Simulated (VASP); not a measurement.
# AlB3P4 (I-42m) in VASP: notebook

AlB3P4 is run at these levels: PBE; tasks: relaxation of cell and atoms.

All numbers are computed with VASP 6.6.1; they aren't measurements. Logs are shortened: lines on timing, memory, paths and dates and some standing lists are left out, and cuts for length are marked.

## Step 1: The cell of the first run

The structure is tetragonal, space group I-42m (No. 121). The conventional cell has a = 4.917 Å, b = 4.917 Å, c = 9.835 Å, α = 90.00°, β = 90.00°, γ = 90.00°. Al (site symmetry -42m) has 4 P at 2.13 Å within 2.8 Å. B (site symmetry -42m) has 4 P at 2.13 Å within 2.8 Å. B (site symmetry -4) has 4 P at 2.13 Å within 2.8 Å. P (site symmetry m) has 1 Al at 2.13 Å and 3 B at 2.13 Å within 2.8 Å.

## Step 2: Relaxation of cell and atoms, PBE

Contents of INCAR:

```
ALGO = Normal
EDIFF = 1E-6
EDIFFG = -0.04
ENCUT = 600
GGA = PE
IBRION = 2
ISIF = 3
ISMEAR = 0
LASPH = T
LCHARG = F
LREAL = F
LWAVE = F
NELM = 60
NSW = 90
PREC = Accurate
SIGMA = 0.1
```

Contents of KPOINTS:

```
k-points
0
Gamma
  6 6 6
```

Contents of POSCAR:

```
AlB3P4
1.0
   -2.4587013800      2.4587013800      4.9174027600
    2.4587013800     -2.4587013800      4.9174027600
    2.4587013800      2.4587013800     -4.9174027600
Al B P
1 3 4
Direct
    0.0000000000      0.0000000000      0.0000000000
    0.5000000000      0.5000000000      0.0000000000
    0.2500000000      0.7500000000      0.5000000000
    0.7500000000      0.2500000000      0.5000000000
    0.6250000000      0.6250000000      0.5000000000
    0.1250000000      0.1250000000      0.5000000000
    0.8750000000      0.3750000000      0.0000000000
    0.3750000000      0.8750000000      0.0000000000
```

Potentials or basis: VASP PAW PBE potentials, release 64 (Al, B, P).

Run with:

```sh
cat potpaw_PBE.64/Al/POTCAR potpaw_PBE.64/B/POTCAR potpaw_PBE.64/P/POTCAR > POTCAR
mpirun -np 1 vasp_std > vasp.out
```

OUTCAR:

```text
EDIFF = 1E-6
   EDIFFG = -0.04
   ENCUT = 600
   GGA = PE
   IBRION = 2
   ISIF = 3
   ISMEAR = 0
   LASPH = T
   LREAL = F
   NELM = 60
   NSW = 90
   PREC = Accurate

 ion  position               nearest neighbor table
   1  0.000  0.000  0.000-   6 2.13   7 2.13   8 2.13   5 2.13
   2  0.500  0.500  0.000-   5 2.13   7 2.13   8 2.13   6 2.13
   3  0.250  0.750  0.500-   5 2.13   6 2.13   8 2.13   7 2.13
   4  0.750  0.250  0.500-   5 2.13   6 2.13   7 2.13   8 2.13
   5  0.625  0.625  0.500-   1 2.13   3 2.13   4 2.13   2 2.13
   6  0.125  0.125  0.500-   2 2.13   3 2.13   4 2.13   1 2.13
   7  0.875  0.375  0.000-   1 2.13   2 2.13   3 2.13   4 2.13
   8  0.375  0.875  0.000-   1 2.13   2 2.13   4 2.13   3 2.13

  LATTYP: Found a body centered tetragonal cell.
 ALAT       =     4.9174027600
 C/A-ratio  =     2.0000000000

  Lattice vectors:

 A1 = (  -2.4587013800,   2.4587013800,   4.9174027600)
 A2 = (   2.4587013800,  -2.4587013800,   4.9174027600)
 A3 = (   2.4587013800,   2.4587013800,  -4.9174027600)

Analysis of symmetry for initial positions (statically):
=====================================================================
 Subroutine PRICEL returns:
 Original cell was already a primitive cell.

 Routine SETGRP: Setting up the symmetry group for a
 body centered tetragonal supercell.

 Subroutine GETGRP returns: Found  8 space group operations
 (whereof  8 operations were pure point group operations)
 out of a pool of 16 trial point group operations.

The static configuration has the point symmetry D_2d.

Analysis of symmetry for dynamics (positions and initial velocities):
=====================================================================
 Subroutine PRICEL returns:
 Original cell was already a primitive cell.

 Routine SETGRP: Setting up the symmetry group for a
 body centered tetragonal supercell.

 Subroutine GETGRP returns: Found  8 space group operations
 (whereof  8 operations were pure point group operations)
 out of a pool of 16 trial point group operations.

The dynamic configuration has the point symmetry D_2d.

 Subroutine INISYM returns: Found  8 space group operations
 (whereof  8 operations are pure point group operations),
 and found     1 'primitive' translations

----------------------------------------------------------------------------------------

                                     Primitive cell

  volume of cell :     118.9070

  direct lattice vectors                    reciprocal lattice vectors
    -2.458701380  2.458701380  4.917402760     0.000000000  0.203359385  0.101679692
     2.458701380 -2.458701380  4.917402760     0.203359385  0.000000000  0.101679692
     2.458701380  2.458701380 -4.917402760     0.203359385  0.203359385  0.000000000

  length of vectors
     6.022563811  6.022563811  6.022563811     0.227362704  0.227362704  0.287593600

  position of ions in fractional coordinates (direct lattice)
     0.000000000  0.000000000  0.000000000
     0.500000000  0.500000000  0.000000000
     0.250000000  0.750000000  0.500000000
     0.750000000  0.250000000  0.500000000
     0.625000000  0.625000000  0.500000000
     0.125000000  0.125000000  0.500000000
     0.875000000  0.375000000  0.000000000
     0.375000000  0.875000000  0.000000000

  ion indices of the primitive-cell ions
   primitive index   ion index
                 1           1
                 2           2
                 3           3
                 4           4
                 5           5
                 6           6
                 7           7
                 8           8

----------------------------------------------------------------------------------------

 KPOINTS: k-points

Automatic generation of k-mesh.
 Grid dimensions read from file:
 generate k-points for:    6    6    6

 Generating k-lattice:

  Cartesian coordinates                     Fractional coordinates (reciprocal lattice)
     0.000000000  0.033893231  0.016946615     0.166666667  0.000000000  0.000000000
     0.033893231  0.000000000  0.016946615     0.000000000  0.166666667  0.000000000
     0.033893231  0.033893231  0.000000000     0.000000000  0.000000000  0.166666667

  Length of vectors
     0.037893784  0.037893784  0.047932267

  Shift w.r.t. Gamma in fractional coordinates (k-lattice)
     0.000000000  0.000000000  0.000000000

 Subroutine IBZKPT returns following result:
 ===========================================

 Found     30 irreducible k-points:

 Following reciprocal coordinates:
            Coordinates               Weight
  0.000000  0.000000  0.000000      1.000000
  0.166667  0.000000  0.000000      8.000000
  0.333333  0.000000  0.000000      8.000000
  0.500000  0.000000  0.000000      4.000000
  0.166667  0.166667  0.000000      8.000000
  0.333333  0.166667 -0.000000     16.000000
[... 16 lines left out ...]
 -0.333333 -0.333333  0.166667      8.000000
 -0.166667 -0.333333  0.166667      8.000000
 [... further k-points ...]
   k-points           NKPTS =     30   k-points in BZ     NKDIM =     30   number of bands    NBANDS=     21
   number of dos      NEDOS =    301   number of ions     NIONS =      8
   total plane-waves  NPLWV = 110592
   dimension x,y,z NGX =    48 NGY =   48 NGZ =   48
   dimension x,y,z NGXF=    96 NGYF=   96 NGZF=   96
   ions per type =               1   3   4
   NGX,Y,Z   is equivalent  to a cutoff of  13.25, 13.25, 13.25 a.u.
   NGXF,Y,Z  is equivalent  to a cutoff of  26.50, 26.50, 26.50 a.u.
 SYSTEM =  unknown system
   PREC   = accura    normal or accurate (medium, high low for compatibility)
   ISTART =      0    job   : 0-new  1-cont  2-samecut
   ICHARG =      2    charge: 1-file 2-atom 10-const
   ISPIN  =      1    spin polarized calculation?
   LNONCOLLINEAR =      F non collinear calculations
   LSORBIT =      F    spin-orbit coupling
   LASPH  =      T    aspherical Exc in radial PAW
   ENCUT  =  600.0 eV  44.10 Ry    6.64 a.u.  12.03 12.03 12.03*2*pi/ulx,y,z
   NELM   =     60;   NELMIN=  2; NELMDL= -5     # of ELM steps
   EDIFF  = 0.1E-05   stopping-criterion for ELM
   LREAL  =      F    real-space projection
   EDIFFG = -.4E-01   stopping-criterion for IOM
   NSW    =     90    number of steps for IOM
   IBRION =      2    ionic relax: 0-MD 1-quasi-New 2-CG
   NFREE  =      1    steps in history (QN), initial steepest desc. (CG)
   ISIF   =      3    stress and relaxation
   ISYM   =      2    0-nonsym 1-usesym 2-fastsym
   POTIM  = 0.5000    time-step for ionic-motion
   TEBEG  =    0.0;   TEEND  =   0.0 temperature during run
   PSTRESS=    0.0 pullay stress
   NELECT =      32.0000    total number of electrons
   NUPDOWN=      -1.0000    fix difference up-down
   EMIN   =  10.00;   EMAX   =-10.00  energy-range for DOS
   EFERMI =   0.00;   METHOD = LEGACY
   ISMEAR =     0;   SIGMA  =   0.10  broadening in eV -4-tet -1-fermi 0-gaus
   EFERMI_NEDOS =   21; number of points for ismear=-14 and -15
   IALGO  =     38    algorithm
   IMIX   =      4    mixing-type and parameters
     AMIX     =   0.40;   BMIX     =  1.00
     AMIX_MAG =   1.60;   BMIX_MAG =  1.00
  volume/ion in A,a.u.               =      14.86       100.30
  Fermi-wavevector in a.u.,A,eV,Ry     =   1.056953  1.997352 15.199746  1.117150
  Thomas-Fermi vector in A             =   2.192208
   LORBIT       =      0    0 simple, 1 ext, 2 COOP (PROOUT), +10 PAW based schemes
   GGA     = PE    functional components
   LHFCALC =     F    Hartree Fock is set to
   AEXX    =    0.0000 exact exchange contribution
   IVDW    =     0    specifies the selected vdW correction
   LEPSILON=     F    determine dielectric tensor
   LRPA    =     F    only Hartree local field effects (RPA)
 conjugate gradient relaxation of ions
 non-spin polarized calculation
 Gauss-broadening in eV      SIGMA  =   0.10
  energy-cutoff  :      600.00
  volume of cell :      118.91
 maximum number of plane-waves:      4004
   NGX = 25   NGY = 25   NGZ = 25

--------------------------------------- Ionic step        1  -------------------------------------------

 number of electron      32.0000002 magnetization

 Free energy of the ion-electron system (eV)
  ---------------------------------------------------
  ext. energy  EPLUGINS =         0.00000000
  ---------------------------------------------------
  free energy    TOTEN  =       -45.62506281 eV

  energy without entropy =      -45.62506281  energy(sigma->0) =      -45.62506281

------------------------ aborting loop because EDIFF is reached ----------------------------------------

  FORCE on cell =-STRESS in cart. coord.  units (eV):
  Direction    XX          YY          ZZ          XY          YZ          ZX
  --------------------------------------------------------------------------------------
  -------------------------------------------------------------------------------------
  Total       -2.2075833     -2.2075833     -2.2307203      0.0000000      0.0000000      0.0000000
  in kB      -29.7454358    -29.7454358    -30.0571891      0.0000000      0.0000000      0.0000000
  external PRESSURE =     -29.8493536 kB  Pullay stress =       0.0000000 kB
[... 195 lines left out ...]
  energy  without entropy=      -47.6033632350  energy(sigma->0) =      -47.60336323

--------------------------------------- Ionic step        6  -------------------------------------------

 number of electron      32.0000000 magnetization

 Free energy of the ion-electron system (eV)
  ---------------------------------------------------
  ext. energy  EPLUGINS =         0.00000000
  ---------------------------------------------------
  free energy    TOTEN  =       -47.60937883 eV

  energy without entropy =      -47.60937883  energy(sigma->0) =      -47.60937883

 E-fermi :   7.2224     XC(G=0): -10.3691

 val. band max:        6.7680536573   @ k =   0.0000   0.0000   0.0000
 cond. band min:       7.7143065820   @ k =   0.0000   0.0000   0.0000
 fundamental gap:      0.9462529247
 Fermi energy:         7.2223993108

 k-point     1 :       0.0000    0.0000    0.0000
  band No.  band energies     occupation
      1      -7.7875      2.00000
      2      -3.7380      2.00000
      3      -3.4462      2.00000
      4      -3.4462      2.00000
      5      -1.7544      2.00000
      6      -1.3381      2.00000
[... 550 lines left out ...]
      5      -1.1727      2.00000
      6      -0.4810      2.00000
[... 13 lines left out ...]
     20       9.3389      0.00000
     21      10.0674      0.00000

 [... further k-points ...]

------------------------ aborting loop because EDIFF is reached ----------------------------------------

  FORCE on cell =-STRESS in cart. coord.  units (eV):
  Direction    XX          YY          ZZ          XY          YZ          ZX
  --------------------------------------------------------------------------------------
  -------------------------------------------------------------------------------------
  Total        0.1060110      0.1060110     -0.1940717      0.0000000     -0.0000000      0.0000000
  in kB        1.5380140      1.5380140     -2.8156040      0.0000000     -0.0000000      0.0000000
  external PRESSURE =       0.0868080 kB  Pullay stress =       0.0000000 kB
[... 23 lines left out ...]
  FREE ENERGIE OF THE ION-ELECTRON SYSTEM (eV)
  ---------------------------------------------------
  free  energy   TOTEN  =       -47.6093788307 eV

  energy  without entropy=      -47.6093788307  energy(sigma->0) =      -47.60937883

 reached required accuracy - stopping structural energy minimisation
```

Wall time 4.6 min (1 thread of Intel Xeon 6975P-C (Granite Rapids), shared host); peak memory 0.39 GiB.

What came out:

```
Free energy                           : -47.6094 eV
Relaxed volume                        : 13.80 Å³/atom
Relaxed cell                          : a = 5.869 Å, b = 5.869 Å, c = 5.869 Å, α = 131.69°, β = 131.69°, γ = 70.72°
Space group after relaxing (to 0.1 Å) : I-42m (No. 121)
Energy gained by relaxing             : 248.0 meV/atom
Ionic steps                           : 6
Pressure after relaxing               : 0.0 GPa
Largest force after relaxing          : 0.016 eV/Å
Band gap on the k mesh                : 0.95 eV
```

Forces in eV/Å, atoms in the order of the input:
```
Al   0.000  0.000  0.000
B    0.000  0.000  0.000
B    0.000  0.000  0.000
B    0.000  0.000  0.000
P    0.005  0.005 -0.014
P   -0.005 -0.005 -0.014
P   -0.005  0.005  0.014
P    0.005 -0.005  0.014
```

The path:
| step | energy change (eV) | largest force (eV/Å) | pressure (GPa) | volume (Å³) |
| --- | --- | --- | --- | --- |
| 1 | 0.0000 | 4.6812 | -2.98 | 118.91 |
| 2 | -1.8803 | 0.7646 | -4.39 | 114.20 |
| 3 | -1.8905 | 0.5903 | -4.55 | 114.55 |
| 4 | -1.9563 | 0.0647 | 3.32 | 107.78 |
| 5 | -1.9783 | 0.2329 | 0.51 | 109.96 |
| 6 | -1.9843 | 0.0159 | 0.01 | 110.43 |

Final structure:
```
CELL_PARAMETERS angstrom
-2.40176 2.40176 4.78611
2.40176 -2.40176 4.78611
2.40176 2.40176 -4.78611
ATOMIC_POSITIONS crystal
Al 0.00000 0.00000 0.00000
B 0.50000 0.50000 0.00000
B 0.25000 0.75000 0.50000
B 0.75000 0.25000 0.50000
P 0.58821 0.58821 0.44547
P 0.14274 0.14274 0.55453
P 0.85726 0.41179 0.00000
P 0.41179 0.85726 0.00000
```

A k mesh can miss the band edges.

(Part 1 of 2 ends here.)
